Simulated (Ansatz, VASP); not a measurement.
# Fe: VASP beside Ansatz

The input INCAR:

```
SYSTEM = Fe
  ALGO = Normal
  EDIFF = 1E-6
  ENCUT = 600
  GGA = CA
  GGA_COMPAT = .False.
  ISIF = 2
  ISMEAR = 0
  ISPIN = 2
  LASPH = .True.
  LCHARG = .True.
  LELF = .True.
  LMAXMIX = 4
  LORBIT = 11
  LREAL = .False.
  LVHAR = .True.
  LWAVE = .False.
  MAGMOM = 2.22
  NBANDS = 18
  NELM = 200
  PREC = Accurate
  SIGMA = 0.05
```

File KPOINTS:

```
k-points
0
Gamma
  20 20 20
  0 0 0
```

The input POSCAR:

```
Fe
1.0
   -1.3759115864      1.3759115864      1.3759115864
    1.3759115864     -1.3759115864      1.3759115864
    1.3759115864      1.3759115864     -1.3759115864
Fe
1
Direct
    0.0000000000      0.0000000000      0.0000000000
```

Input for Ansatz:

```yaml
crystal:
  lattice:
    - [-1.3759115864, 1.3759115864, 1.3759115864]
    - [1.3759115864, -1.3759115864, 1.3759115864]
    - [1.3759115864, 1.3759115864, -1.3759115864]
  atoms:
    - { symbol: Fe, position: [0.0, 0.0, 0.0], spin: 2.22 }
basis:
  ecutwfc: 600
  ecutrho_ratio: 5
kpoints:
  mp_grid: { grid: [20, 20, 20] }
hamiltonian:
  xc: lda
scf:
  occupations: { method: gaussian, width: 0.05 }
output:
  forces: true
  stress: true
  eigenvalues: true
  populations: true
magnetization:
  spin_polarized: true
```

Alike in both runs: task single point; functional LDA; k mesh 20 × 20 × 20; occupations gaussian, width 0.05 eV; collinear spin.

```csv
,VASP,Ansatz
version,VASP 6.6.1,Ansatz 0.2.0
potentials or method,"VASP PAW LDA potentials, release 64 (Fe_sv), cutoff 600 eV","scalar-relativistic, plane waves, PAW"
valence electrons in the cell,16,16
```

```csv
,VASP,Ansatz,Ansatz less VASP
pressure (GPa),-4.4,0.0,+4.38
net moment per atom (μB),1.98,2.02,+0.044
size of the moment on the site where the two differ most (μB),1.94,2.02,+0.081
```

LDA's correlation is that of Perdew and Zunger in VASP and of Perdew and Wang (1992) in Ansatz. Site moments also hang on the region over which each program counts them. One of these differences is far larger than is usual between the two programs; its cause wasn't traced.
